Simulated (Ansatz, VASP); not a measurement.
SnSe2 in VASP and in Ansatz

```
Sn Se
1.0
     3.87189    0.00000    0.00000
    -1.93594    3.35315    0.00000
     0.00000    0.00000    6.98477
Sn Se
1 2
Direct
  0.00000 0.00000 0.00000
  0.66667 0.33333 0.77173
  0.33333 0.66667 0.22827
```

Alike in both runs: functional PBE; k mesh 9 × 9 × 4; occupations gaussian, width 0.02 eV; no spin polarisation.

Ansatz relaxed the structure, and its values are those at the end. VASP's run is a single point on that final structure, the one shown.

```csv
,VASP,Ansatz
version,VASP 6.6.1,Ansatz 0.2.0
potentials or method,"VASP PAW PBE potentials, release 64 (Sn_d, Se), cutoff 500 eV","scalar-relativistic, plane waves, PAW"
valence electrons in the cell,26,46
```

VASP gave:

- gap on the k mesh at the Fermi level (eV): 0.76
- least direct gap on the mesh (eV): 1.11
- pressure (GPa): 0.1
- rms of the force components (eV/Å): 0.006

**Question.** Estimate Ansatz's values.

**Answer.** gap on the k mesh at the Fermi level (eV): 0.76; least direct gap on the mesh (eV): 1.12; pressure (GPa): 0.0; rms of the force components (eV/Å): 0.000.

VASP's potentials hold 26 valence electrons a cell and Ansatz's 46, so a difference there can come from the potentials and not from the codes.
